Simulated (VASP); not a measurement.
Set up this calculation in VASP 6.6.1, as the native input.

```yaml
Task: single point
Functional: r2SCAN
Potentials_or_basis: VASP PAW PBE potentials, release 64 (Ta_pv, N)
Cutoff: 520 eV
k_mesh: 12 × 7 × 8
Occupations: gaussian, width 0.1 eV
Spin: no spin polarisation
Dipole_correction: no
Further_INCAR_settings: ALGO = Normal; EDIFF = 1e-07; NBANDS = 33; ISYM = 0
```

TaN:

```
Ta N
1.0
     2.91036    0.00000    0.00000
     0.00000    5.19963    0.00000
     0.00000   -2.59981    4.50301
Ta N
3 3
Cartesian
  1.4552 2.5998 1.5010
  1.4552 0.0000 3.0020
  0.0000 0.0000 0.0000
  0.0000 -1.0202 1.7670
  0.0000 1.5796 2.7360
  0.0000 2.0404 0.0000
```

One way to write it, as run:

POSCAR

```
TaN
1.0
    2.9103592733      0.0000000000      0.0000000000
    0.0000000000      5.1996298254      0.0000000000
    0.0000000000     -2.5998149127      4.5030115191
Ta N
3 3
Direct
    0.5000000000      0.6666666667      0.3333333333
    0.5000000000      0.3333333333      0.6666666667
    0.0000000000      0.0000000000      0.0000000000
    0.0000000000      0.0000000000      0.3924063645
    0.0000000000      0.6075936355      0.6075936355
    0.0000000000      0.3924063645      0.0000000000
```

INCAR.step1

```
SYSTEM = TaN
  ALGO = Normal
  EDIFF = 1E-4
  ENCUT = 520
  GGA = PE
  ISMEAR = 0
  ISYM = 0
  LASPH = .TRUE.
  LCHARG = .FALSE.
  LREAL = .FALSE.
  LWAVE = .TRUE.
  NBANDS = 33
  NELM = 80
  PREC = Accurate
  SIGMA = 0.1
```

INCAR.step2

```
SYSTEM = TaN
  ALGO = Normal
  EDIFF = 1E-7
  ENCUT = 520
  ISIF = 2
  ISMEAR = 0
  ISTART = 1
  ISYM = 0
  LASPH = .TRUE.
  LCHARG = .FALSE.
  LMIXTAU = .TRUE.
  LREAL = .FALSE.
  LWAVE = .FALSE.
  METAGGA = R2SCAN
  NBANDS = 33
  NELM = 80
  PREC = Accurate
  SIGMA = 0.1
```

KPOINTS

```
k-points
0
G
  12 7 8
  0 0 0
```

Potentials or basis: VASP PAW PBE potentials, release 64 (Ta_pv, N).

Run with:

```bash
$ cat potpaw_PBE.64/Ta_pv/POTCAR potpaw_PBE.64/N/POTCAR > POTCAR
$ cp INCAR.step1 INCAR
$ mpirun -np 1 vasp_std > vasp.out
$ cp INCAR.step2 INCAR
$ mpirun -np 1 vasp_std > vasp.out
```

Results of the run:

* Pressure: 1.6 GPa
* Largest force: 0.048 eV/Å
* Band gap on the k mesh: zero (bands 24 and 25 overlap by 3.27 eV)

Caveat: the PAW data sets were made with another functional, which shifts forces and pressure a little; spin-orbit coupling is left out, which moves the levels of the heavy elements.

It took 86 min on 1 thread of Oxide Virtual Turin-like Processor, on a shared host, peak memory 0.62 GiB.
